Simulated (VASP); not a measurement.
**AlN: single point with LDA**

AlN:

```
Al N
1.0
     3.08874    0.00000    0.00000
    -1.54437    2.67493    0.00000
     0.00000    0.00000    4.94377
Al N
2 2
Direct
  0.30871 0.67310 0.00152
  0.69129 0.32690 0.50152
  0.35531 0.66093 0.38348
  0.64469 0.33907 0.88348
```

This cell differs from its parent crystal: atoms displaced along a vibrational mode.

```
Program             : VASP 6.6.1
Task                : single point
Functional          : LDA
Potentials or basis : VASP PAW LDA potentials, release 64 (Al, N)
Cutoff              : 520 eV
k mesh              : 9 × 9 × 6
Occupations         : gaussian, width 0.05 eV
Spin                : no spin polarisation
```

```json
{
 "Pressure": "0.4 GPa",
 "Largest force": "0.484 eV/Å",
 "Band gap on the k mesh": "4.33 eV"
}
```

Forces on the atoms (eV/Å):
```
Al   0.476 -0.064  0.055
Al  -0.476  0.064  0.055
N   -0.230  0.059 -0.055
N    0.230 -0.059 -0.055
```

Stress tensor (GPa, compression positive):
```
-0.04 -0.12  0.00
-0.12  0.59  0.00
 0.00  0.00  0.54
```

Levels at points of the mesh, in eV from the valence-band top:
| k point | band 4 | band 5 | band 6 | band 7 | band 8 | band 9 | band 10 | band 11 | band 12 | band 13 |
| --- | --- | --- | --- | --- | --- | --- | --- | --- | --- | --- |
| (0.00, 0.00, 0.00) | -0.98 | -0.89 | -0.41 | -0.15 | 0.00 | 4.33 | 6.67 | 10.48 | 10.76 | 11.40 |
| (0.00, 0.00, 0.50) | -3.41 | -0.65 | -0.65 | -0.58 | -0.58 | 6.51 | 6.51 | 10.24 | 10.24 | 11.33 |

Wall time 70 s on 1 thread of Intel Xeon 8259CL (shared host), peak memory 0.2 GiB.

Caveat: the cell differs from its parent crystal (atoms displaced along a vibrational mode); an odd mesh through Γ misses points on the zone boundary, where band edges can lie.
